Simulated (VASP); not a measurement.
The system is CdS.

```
Cd S
1.0
     0.00000    2.91650    2.91650
     2.91650    0.00000    2.91650
     2.91650    2.91650    0.00000
Cd S
1 1
Direct
  0.00000 0.00000 0.00000
  0.75000 0.75000 0.75000
```

| Item | Value |
| --- | --- |
| Program | VASP 6.6.1 |
| Task | relaxation of cell and atoms |
| Functional | PBE-based screened hybrid with 25 % exact exchange |
| Potentials or basis | VASP PAW PBE potentials, release 64 (Cd, S) |
| Cutoff | 500 eV |
| k mesh | 4 × 4 × 4 |
| Occupations | fermi-dirac, width 0.05 eV |
| Spin | no spin polarisation |

At the start: pressure 2.3 GPa; volume 24.81 Å³/atom.

Question: How do energy, volume and symmetry change on relaxing?

Answer: Over 3 steps the energy falls by 6.5 meV/atom and the volume is 25.73 Å³/atom (+3.7 %); space group F-43m (No. 216, to 0.1 Å) before and after.

Step by step:
```tsv
step	energy change (eV)	largest force (eV/Å)	pressure (GPa)	volume (Å³)
1	0.0000	0.0000	2.33	49.62
2	-0.0107	0.0000	-0.88	52.25
3	-0.0129	0.0000	0.00	51.45
```

Final structure:
```yaml
crystal:
  lattice:
    - [0.00000, 2.95202, 2.95202]
    - [2.95202, 0.00000, 2.95202]
    - [2.95202, 2.95202, 0.00000]
  atoms:
    - { symbol: Cd, position: [0.00000, 0.00000, 0.00000] }
    - { symbol: S, position: [0.75000, 0.75000, 0.75000] }
```

Caveat: the k points lie up to 0.46 Å⁻¹ apart in the final cell; the PAW data sets were made with another functional, which shifts forces and pressure a little.
